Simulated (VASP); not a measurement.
Wanted: the native input for a VASP 6.6.1 run.

```
Task                   : single point
Functional             : PBE
Potentials or basis    : VASP PAW PBE potentials, release 64 (Si, C)
Cutoff                 : 520 eV
k mesh                 : 8 × 6 × 6
Occupations            : gaussian, width 0.1 eV
Spin                   : no spin polarisation
Dipole correction      : no
Further INCAR settings : ALGO = Normal; EDIFF = 1e-06; NBANDS = 21
```

The structure of SiC2 lies in POSCAR:

```
SiC2
1.0
    0.0000000000      0.0000000000      2.9468772969
    4.5452460195      0.0000000000      0.0000000000
    0.0000000000      4.5452460195      0.0000000000
Si C
2 4
Direct
    0.0000000000      0.0000000000      0.0000000000
    0.5000000000      0.5000000000      0.5000000000
    0.0000000000      0.2929606817      0.2929606817
    0.5000000000      0.2070393183      0.7929606817
    0.0000000000      0.7070393183      0.7070393183
    0.5000000000      0.7929606817      0.2070393183
```

The input as run:

INCAR

```
PREC = Accurate
ENCUT = 520
EDIFF = 1E-6
ISMEAR = 0
SIGMA = 0.1
LREAL = F
LASPH = T
NELM = 100
ALGO = Normal
ISIF = 2
LWAVE = F
LCHARG = F
GGA = PE
NBANDS = 21
```

KPOINTS

```
regular mesh
0
Gamma
  8 6 6
```

Potentials or basis: VASP PAW PBE potentials, release 64 (Si, C).

The run is started by

```console
$ cat potpaw_PBE.64/Si/POTCAR potpaw_PBE.64/C/POTCAR > POTCAR
$ mpirun -np 1 vasp_std > vasp.out
```

Results of the run:

The pressure is -0.2 GPa. The largest force is 0.021 eV/Å and the band gap on the k mesh is zero (bands 12 and 13 overlap by 1.84 eV).

It took 44 s on 1 thread of Intel Xeon 8259CL, on a shared host, peak memory 0.2 GiB.
